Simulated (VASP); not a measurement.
A run of VASP 6.6.1 is set up as follows.

The input INCAR:

```
PREC = Accurate
ENCUT = 600
EDIFF = 1E-6
ISMEAR = -1
SIGMA = 0.06122561905347299
LREAL = False
LASPH = True
NELM = 120
ALGO = Normal
ISIF = 2
LWAVE = False
LCHARG = False
GGA = PE
NBANDS = 15
GGA_COMPAT = False
```

The input KPOINTS:

```
regular mesh
0
Gamma
  21 21 21
```

POSCAR

```
SiO2
1.0
    0.0000000000      2.2911237006      2.2911237006
    2.2911237006      0.0000000000      2.2911237006
    2.2911237006      2.2911237006      0.0000000000
Si O
1 2
Direct
    0.0000000000      0.0000000000      0.0000000000
    0.2500000000      0.2500000000      0.2500000000
    0.7500000000      0.7500000000      0.7500000000
```

Potentials or basis: VASP PAW PBE potentials, release 64 (Si, O).

Launch:

```console
$ cat potpaw_PBE.64/Si/POTCAR potpaw_PBE.64/O/POTCAR > POTCAR
$ mpirun -np 1 vasp_std > vasp.out
```

Question: What does it give for the pressure?

Answer: -0.2 GPa.

Question: Predict the band gap on the k mesh.

Answer: 1.76 eV, indirect (least direct gap 2.06 eV).

A k mesh can miss the band edges.
